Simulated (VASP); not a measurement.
A run of VASP 6.6.1 is set up as follows.

File INCAR:

```
SYSTEM = Te
PREC     = Accurate       ! precision mode
ENCUT    = 520            ! plane-wave cutoff, eV
EDIFF    = 1E-7           ! SCF threshold, eV
ISMEAR   = 0              ! smearing method
SIGMA    = 0.15           ! smearing width, eV
LREAL    = .FALSE.        ! projectors in reciprocal space
LASPH    = .TRUE.         ! aspherical terms in the spheres
NELM     = 80             ! most SCF steps
ALGO     = Normal         ! electronic algorithm
ISIF     = 2              ! what is computed and relaxed
LWAVE    = .FALSE.        ! write WAVECAR
LCHARG   = .FALSE.        ! write CHGCAR
GGA      = PS             ! functional
NBANDS   = 9              ! bands
```

Contents of KPOINTS:

```
regular mesh
0
G
  15 15 15
  0 0 0
```

The input POSCAR:

```
Te
1.0
    2.1912490941      1.2651182544      1.8743944751
   -2.1912490941      1.2651182544      1.8743944751
    0.0000000000     -2.5302365087      1.8743944752
Te
1
Direct
    0.5000000000      0.5000000000      0.5000000000
```

Potentials or basis: VASP PAW PBE potentials, release 64 (Te).

Run with:

```console
$ cat potpaw_PBE.64/Te/POTCAR > POTCAR
$ mpirun -np 1 vasp_std > vasp.out
```

(1) Estimate the pressure.

(2) What does it give for the band gap on the k mesh?

## Answers

(1) 0.0 GPa.

(2) zero (bands 3 and 4 overlap by 5.57 eV).

Caveat: the PAW data sets were made with another functional, which shifts forces and pressure a little; spin-orbit coupling is left out, which moves the levels of the heavy elements.
